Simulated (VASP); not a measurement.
# Ti (P6/mmm) in VASP: relaxation of cell and atoms with PBEsol

Aim: the relaxation of cell and atoms of Ti with PBEsol.

Everything below comes from runs of VASP 6.6.1. Logs are shortened: lines on timing, memory, paths and dates and some standing lists are left out, and cuts for length are marked.

**1. The cell of the first run**

Symmetry: P6/mmm, No. 191, hexagonal system. Conventional cell: a = 4.580 Å, b = 4.580 Å, c = 2.831 Å, α = 90.00°, β = 90.00°, γ = 120.00°. Within 3.7 Å of Ti (site symmetry 6/mmm) lie 14 Ti at 2.83 to 3.00 Å. Ti (site symmetry -6m2) has 11 Ti at 2.64 to 3.00 Å within 3.5 Å.

**2. Relaxation of cell and atoms, PBEsol**

Input file INCAR:

```
SYSTEM = Ti
  ALGO = Fast
  EDIFF = 1E-7
  EDIFFG = -0.005
  ENCUT = 600
  GGA = PS
  IBRION = 2
  ISIF = 3
  ISMEAR = 0
  LASPH = .TRUE.
  LCHARG = .FALSE.
  LREAL = .FALSE.
  LWAVE = .FALSE.
  NELM = 100
  NSW = 70
  PREC = Accurate
  SIGMA = 0.1
```

Input file KPOINTS:

```
k-points
0
G
  12 12 14
  0 0 0
```

Input file POSCAR:

```
Ti
1.0
    4.5797920052      0.0000000000      0.0000000000
   -2.2898960026      3.9662162205      0.0000000000
    0.0000000000      0.0000000000      2.8314061317
Ti
3
Direct
    0.0000000000      0.0000000000      0.0000000000
    0.3333333333      0.6666666667      0.5000000000
    0.6666666667      0.3333333333      0.5000000000
```

Potentials or basis: VASP PAW PBE potentials, release 64 (Ti_sv).

Run with:

```
$ cat potpaw_PBE.64/Ti_sv/POTCAR > POTCAR
$ mpirun -np 1 vasp_std > vasp.out
```

OUTCAR:

```text
SYSTEM = Ti
   EDIFF = 1E-7
   EDIFFG = -0.005
   ENCUT = 600
   GGA = PS
   IBRION = 2
   ISIF = 3
   ISMEAR = 0
   LASPH = .TRUE.
   LREAL = .FALSE.
   NELM = 100
   NSW = 70
   PREC = Accurate

 ion  position               nearest neighbor table
   1  0.000  0.000  0.000-
   2  0.333  0.667  0.500-   3 2.64   3 2.64   3 2.64
   3  0.667  0.333  0.500-   2 2.64   2 2.64   2 2.64

  LATTYP: Found a hexagonal cell.
 ALAT       =     4.5797920052
 C/A-ratio  =     0.6182390223

  Lattice vectors:

 A1 = (   4.5797920052,   0.0000000000,   0.0000000000)
 A2 = (  -2.2898960026,   3.9662162205,   0.0000000000)
 A3 = (   0.0000000000,   0.0000000000,   2.8314061317)

Analysis of symmetry for initial positions (statically):
=====================================================================
 Subroutine PRICEL returns:
 Original cell was already a primitive cell.

 Routine SETGRP: Setting up the symmetry group for a
 hexagonal supercell.

 Subroutine GETGRP returns: Found 24 space group operations
 (whereof 24 operations were pure point group operations)
 out of a pool of 24 trial point group operations.

The static configuration has the point symmetry D_6h.

Analysis of symmetry for dynamics (positions and initial velocities):
=====================================================================
 Subroutine PRICEL returns:
 Original cell was already a primitive cell.

 Routine SETGRP: Setting up the symmetry group for a
 hexagonal supercell.

 Subroutine GETGRP returns: Found 24 space group operations
 (whereof 24 operations were pure point group operations)
 out of a pool of 24 trial point group operations.

The dynamic configuration has the point symmetry D_6h.

 Subroutine INISYM returns: Found 24 space group operations
 (whereof 24 operations are pure point group operations),
 and found     1 'primitive' translations

----------------------------------------------------------------------------------------

                                     Primitive cell

  volume of cell :      51.4309

  direct lattice vectors                    reciprocal lattice vectors
     4.579792005  0.000000000  0.000000000     0.218350527  0.126064736  0.000000000
    -2.289896003  3.966216220  0.000000000     0.000000000  0.252129472  0.000000000
     0.000000000  0.000000000  2.831406132     0.000000000  0.000000000  0.353181407

  length of vectors
     4.579792005  4.579792005  2.831406132     0.252129472  0.252129472  0.353181407

  position of ions in fractional coordinates (direct lattice)
     0.000000000  0.000000000  0.000000000
     0.333333333  0.666666667  0.500000000
     0.666666667  0.333333333  0.500000000

  ion indices of the primitive-cell ions
   primitive index   ion index
                 1           1
                 2           2
                 3           3

----------------------------------------------------------------------------------------

 KPOINTS: k-points

Automatic generation of k-mesh.
 Grid dimensions read from file:
 generate k-points for:   12   12   14

 Generating k-lattice:

  Cartesian coordinates                     Fractional coordinates (reciprocal lattice)
     0.018195877  0.010505395  0.000000000     0.083333333 -0.000000000  0.000000000
     0.000000000  0.021010789  0.000000000     0.000000000  0.083333333  0.000000000
     0.000000000  0.000000000  0.025227243     0.000000000  0.000000000  0.071428571

  Length of vectors
     0.021010789  0.021010789  0.025227243

  Shift w.r.t. Gamma in fractional coordinates (k-lattice)
     0.000000000  0.000000000  0.000000000

 Subroutine IBZKPT returns following result:
 ===========================================

 Found    152 irreducible k-points:

 Following reciprocal coordinates:
            Coordinates               Weight
  0.000000  0.000000  0.000000      1.000000
  0.083333 -0.000000  0.000000      6.000000
  0.166667  0.000000  0.000000      6.000000
  0.250000 -0.000000  0.000000      6.000000
  0.333333 -0.000000  0.000000      6.000000
  0.416667 -0.000000  0.000000      6.000000
[... 16 lines left out ...]
  0.250000 -0.000000  0.071429     12.000000
  0.333333 -0.000000  0.071429     12.000000
 [... further k-points ...]
   k-points           NKPTS =    152   k-points in BZ     NKDIM =    152   number of bands    NBANDS=     22
   number of dos      NEDOS =    301   number of ions     NIONS =      3
   total plane-waves  NPLWV =  38400
   dimension x,y,z NGX =    40 NGY =   40 NGZ =   24
   dimension x,y,z NGXF=    80 NGYF=   80 NGZF=   48
   ions per type =               3
   NGX,Y,Z   is equivalent  to a cutoff of  14.52, 14.52, 14.09 a.u.
   NGXF,Y,Z  is equivalent  to a cutoff of  29.04, 29.04, 28.18 a.u.
 SYSTEM =  Ti
   PREC   = accura    normal or accurate (medium, high low for compatibility)
   ISTART =      0    job   : 0-new  1-cont  2-samecut
   ICHARG =      2    charge: 1-file 2-atom 10-const
   ISPIN  =      1    spin polarized calculation?
   LNONCOLLINEAR =      F non collinear calculations
   LSORBIT =      F    spin-orbit coupling
   LASPH  =      T    aspherical Exc in radial PAW
   ENCUT  =  600.0 eV  44.10 Ry    6.64 a.u.   9.15  9.15  5.66*2*pi/ulx,y,z
   NELM   =    100;   NELMIN=  2; NELMDL= -5     # of ELM steps
   EDIFF  = 0.1E-06   stopping-criterion for ELM
   LREAL  =      F    real-space projection
   EDIFFG = -.5E-02   stopping-criterion for IOM
   NSW    =     70    number of steps for IOM
   IBRION =      2    ionic relax: 0-MD 1-quasi-New 2-CG
   NFREE  =      1    steps in history (QN), initial steepest desc. (CG)
   ISIF   =      3    stress and relaxation
   ISYM   =      2    0-nonsym 1-usesym 2-fastsym
   POTIM  = 0.5000    time-step for ionic-motion
   TEBEG  =    0.0;   TEEND  =   0.0 temperature during run
   PSTRESS=    0.0 pullay stress
   NELECT =      36.0000    total number of electrons
   NUPDOWN=      -1.0000    fix difference up-down
   EMIN   =  10.00;   EMAX   =-10.00  energy-range for DOS
   EFERMI =   0.00;   METHOD = LEGACY
   ISMEAR =     0;   SIGMA  =   0.10  broadening in eV -4-tet -1-fermi 0-gaus
   EFERMI_NEDOS =   21; number of points for ismear=-14 and -15
   IALGO  =     68    algorithm
   IMIX   =      4    mixing-type and parameters
     AMIX     =   0.40;   BMIX     =  1.00
     AMIX_MAG =   1.60;   BMIX_MAG =  1.00
  volume/ion in A,a.u.               =      17.14       115.69
  Fermi-wavevector in a.u.,A,eV,Ry     =   1.453564  2.746838 28.747056  2.112849
  Thomas-Fermi vector in A             =   2.570816
   LORBIT       =      0    0 simple, 1 ext, 2 COOP (PROOUT), +10 PAW based schemes
   GGA     = PS    functional components
   LHFCALC =     F    Hartree Fock is set to
   AEXX    =    0.0000 exact exchange contribution
   IVDW    =     0    specifies the selected vdW correction
   LEPSILON=     F    determine dielectric tensor
   LRPA    =     F    only Hartree local field effects (RPA)
 conjugate gradient relaxation of ions
 non-spin polarized calculation
 RMM-DIIS sequential band-by-band and
 Gauss-broadening in eV      SIGMA  =   0.10
  energy-cutoff  :      600.00
  volume of cell :       51.43
 maximum number of plane-waves:      1734
 NGX is ok and might be reduce to    40
   NGX = 19   NGY = 19   NGZ = 11

--------------------------------------- Ionic step        1  -------------------------------------------

 number of electron      35.9999998 magnetization

 Free energy of the ion-electron system (eV)
  ---------------------------------------------------
  ext. energy  EPLUGINS =         0.00000000
  ---------------------------------------------------
  free energy    TOTEN  =       -25.03353508 eV

  energy without entropy =      -25.01989017  energy(sigma->0) =      -25.02671263

------------------------ aborting loop EDIFF was not reached (unconverged)  ----------------------------

  FORCE on cell =-STRESS in cart. coord.  units (eV):
  Direction    XX          YY          ZZ          XY          YZ          ZX
  --------------------------------------------------------------------------------------
  -------------------------------------------------------------------------------------
  Total       -1.5388771     -1.5388771     -1.4537135      0.0000000      0.0000000     -0.0000000
  in kB      -47.9391370    -47.9391370    -45.2861176      0.0000000      0.0000000     -0.0000000
  external PRESSURE =     -47.0547972 kB  Pullay stress =       0.0000000 kB

 VOLUME and BASIS-vectors are now :
 -----------------------------------------------------------------------------
  energy-cutoff  :      600.00
  volume of cell :       51.43
      direct lattice vectors                 reciprocal lattice vectors
     4.579792005  0.000000000  0.000000000     0.218350527  0.126064736  0.000000000
    -2.289896003  3.966216220  0.000000000     0.000000000  0.252129472  0.000000000
     0.000000000  0.000000000  2.831406132     0.000000000  0.000000000  0.353181407
[... 13 lines left out ...]
  energy  without entropy=      -25.0198901724  energy(sigma->0) =      -25.02671263

--------------------------------------- Ionic step        2  -------------------------------------------

 number of electron      36.0000002 magnetization

------------------------ aborting loop EDIFF was not reached (unconverged)  ----------------------------

  FORCE on cell =-STRESS in cart. coord.  units (eV):
  Direction    XX          YY          ZZ          XY          YZ          ZX
  --------------------------------------------------------------------------------------
  -------------------------------------------------------------------------------------
  Total        1.1100465      1.1100465      1.2984637      0.0000000      0.0000000     -0.0000000
  in kB       37.2276358     37.2276358     43.5465844      0.0000000      0.0000000     -0.0000000
  external PRESSURE =      39.3339520 kB  Pullay stress =       0.0000000 kB

 VOLUME and BASIS-vectors are now :
 -----------------------------------------------------------------------------
  energy-cutoff  :      600.00
  volume of cell :       47.77
      direct lattice vectors                 reciprocal lattice vectors
     4.466458158  0.000000000 -0.000000000     0.223891048  0.129263557  0.000000000
    -2.233229079  3.868066230  0.000000000     0.000000000  0.258527114  0.000000000
    -0.000000000  0.000000000  2.765216354     0.000000000  0.000000000  0.361635356
[... 13 lines left out ...]
  energy  without entropy=      -25.0331654010  energy(sigma->0) =      -25.03999561

--------------------------------------- Ionic step        3  -------------------------------------------

 number of electron      35.9999996 magnetization

------------------------ aborting loop EDIFF was not reached (unconverged)  ----------------------------

  FORCE on cell =-STRESS in cart. coord.  units (eV):
  Direction    XX          YY          ZZ          XY          YZ          ZX
  --------------------------------------------------------------------------------------
  -------------------------------------------------------------------------------------
  Total       -0.0562300     -0.0562300      0.0832982      0.0000000      0.0000000     -0.0000000
  in kB       -1.8265102     -1.8265102      2.7057614      0.0000000      0.0000000     -0.0000000
  external PRESSURE =      -0.3157530 kB  Pullay stress =       0.0000000 kB

 VOLUME and BASIS-vectors are now :
 -----------------------------------------------------------------------------
  energy-cutoff  :      600.00
  volume of cell :       49.32
      direct lattice vectors                 reciprocal lattice vectors
     4.515182192  0.000000000 -0.000000000     0.221475005  0.127868654  0.000000000
    -2.257591096  3.910262481  0.000000000     0.000000000  0.255737308  0.000000000
    -0.000000000  0.000000000  2.793672398     0.000000000  0.000000000  0.357951777
[... 198 lines left out ...]
  energy  without entropy=      -25.0521184832  energy(sigma->0) =      -25.05892559

--------------------------------------- Ionic step        9  -------------------------------------------

 number of electron      35.9999996 magnetization

 Free energy of the ion-electron system (eV)
  ---------------------------------------------------
  ext. energy  EPLUGINS =         0.00000000
  ---------------------------------------------------
  free energy    TOTEN  =       -25.06573480 eV

  energy without entropy =      -25.05211868  energy(sigma->0) =      -25.05892674

 E-fermi :   8.6834     XC(G=0): -11.9006

 val. band max:        8.6764322792   @ k =   0.4167  -0.0000   0.1429
 cond. band min:       8.7018189066   @ k =   0.2500   0.2500   0.3571
 fundamental gap:      0.0253866274
 Fermi energy:         8.6834409523

 k-point     1 :       0.0000    0.0000    0.0000
  band No.  band energies     occupation
      1     -47.8981      2.00000
      2     -47.6331      2.00000
      3     -47.4422      2.00000
      4     -24.3291      2.00000
      5     -24.3291      2.00000
      6     -24.2415      2.00000
[... 574 lines left out ...]
      6     -24.0625      2.00000
[... 14 lines left out ...]
     21       9.3705      0.00000
     22       9.8519      0.00000

 [... further k-points ...]
[... 5 lines left out ...]
  --------------------------------------------------------------------------------------
  -------------------------------------------------------------------------------------
  Total       -0.0060654     -0.0060654     -0.0077022      0.0000000      0.0000000      0.0000000
  in kB       -0.1970541     -0.1970541     -0.2502295      0.0000000      0.0000000      0.0000000
  external PRESSURE =      -0.2147792 kB  Pullay stress =       0.0000000 kB
[... 18 lines left out ...]
  FREE ENERGIE OF THE ION-ELECTRON SYSTEM (eV)
  ---------------------------------------------------
  free  energy   TOTEN  =       -25.0657347972 eV

  energy  without entropy=      -25.0521186825  energy(sigma->0) =      -25.05892674

 reached required accuracy - stopping structural energy minimisation
```

Run time: 32 min. Hardware: 1 thread of Intel Xeon 6975P-C (Granite Rapids), shared host; peak memory 0.34 GiB.

Results:

```yaml
Free_energy: -25.0657 eV
Relaxed_volume: 16.44 Å³/atom
Relaxed_cell: a = 4.511 Å, b = 4.511 Å, c = 2.798 Å, α = 90.00°, β = 90.00°, γ = 120.00°
Space_group_after_relaxing_to_0.05_Å: P6/mmm (No. 191)
Energy_gained_by_relaxing: 10.7 meV/atom
Ionic_steps: 9
Pressure_after_relaxing: 0.0 GPa
Band_gap_on_the_k_mesh: zero (band 18 reaches 8.93 eV, above the bottom of band 19 at 8.59 eV)
```

The path:
| step | energy change (eV) | largest force (eV/Å) | pressure (GPa) | volume (Å³) |
| --- | --- | --- | --- | --- |
| 1 | 0.0000 | 0.0000 | -4.71 | 51.43 |
| 2 | -0.0133 | 0.0000 | 3.93 | 47.77 |
| 3 | -0.0320 | 0.0000 | -0.03 | 49.32 |
| 4 | -0.0321 | 0.0000 | 0.05 | 49.28 |
| 5 | -0.0322 | 0.0000 | 0.06 | 49.28 |
| 6 | -0.0322 | 0.0000 | 0.06 | 49.28 |
| 7 | -0.0322 | 0.0000 | 0.05 | 49.28 |
| 8 | -0.0322 | 0.0000 | 0.05 | 49.28 |
| 9 | -0.0322 | 0.0000 | -0.02 | 49.32 |

Final structure:
```xyz
3
Lattice="4.5114 0.0000 0.0000 -2.2557 3.9070 0.0000 0.0000 0.0000 2.7979" Properties=species:S:1:pos:R:3 pbc="T T T"
Ti    0.0000    0.0000    0.0000
Ti    0.0000    2.6047    1.3989
Ti    2.2557    1.3023    1.3989
```

Caveat: the PAW data sets were made with another functional, which shifts forces and pressure a little.
